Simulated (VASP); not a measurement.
Input of a VASP 6.6.1 run:

File INCAR:

```
SYSTEM = B
  PREC = Accurate
  ENCUT = 600
  EDIFF = 1E-6
  ISMEAR = 0
  SIGMA = 0.1
  LREAL = .False.
  LASPH = .True.
  NELM = 60
  ALGO = Normal
  ISIF = 3
  LWAVE = .False.
  LCHARG = .False.
  GGA = PE
  IBRION = 2
  NSW = 100
  EDIFFG = -0.01
```

KPOINTS

```
regular mesh
0
Gamma
  18 18 6
  0 0 0
```

Contents of POSCAR:

```
B
1.0
    2.8419745532      0.0000000000      0.0000000000
   -1.4209872766      2.4612221599      0.0000000000
    0.0000000000      0.0000000000      6.6364139733
B
7
Direct
    0.6666666667      0.3333333333      0.6638071223
    0.0000000000      0.0000000000      0.7541480329
    0.6666666667      0.3333333333      0.9107788038
    0.3333333333      0.6666666667      0.0892211962
    0.0000000000      0.0000000000      0.2458519671
    0.3333333333      0.6666666667      0.3361928777
    0.0000000000      0.0000000000      0.5000000000
```

Potentials or basis: VASP PAW PBE potentials, release 64 (B).

Command:

```bash
$ cat potpaw_PBE.64/B/POTCAR > POTCAR
$ mpirun -np 1 vasp_std > vasp.out
```

(1) Estimate the band gap on the k mesh.

(2) Estimate the relaxed volume.

(3) What does it give for the relaxed cell?

Answers

(1) zero (an odd number of electrons rules out a gap without spin polarisation).

(2) 6.62 Å³/atom.

(3) a = 2.843 Å, b = 2.843 Å, c = 6.623 Å, α = 90.00°, β = 90.00°, γ = 120.00°.
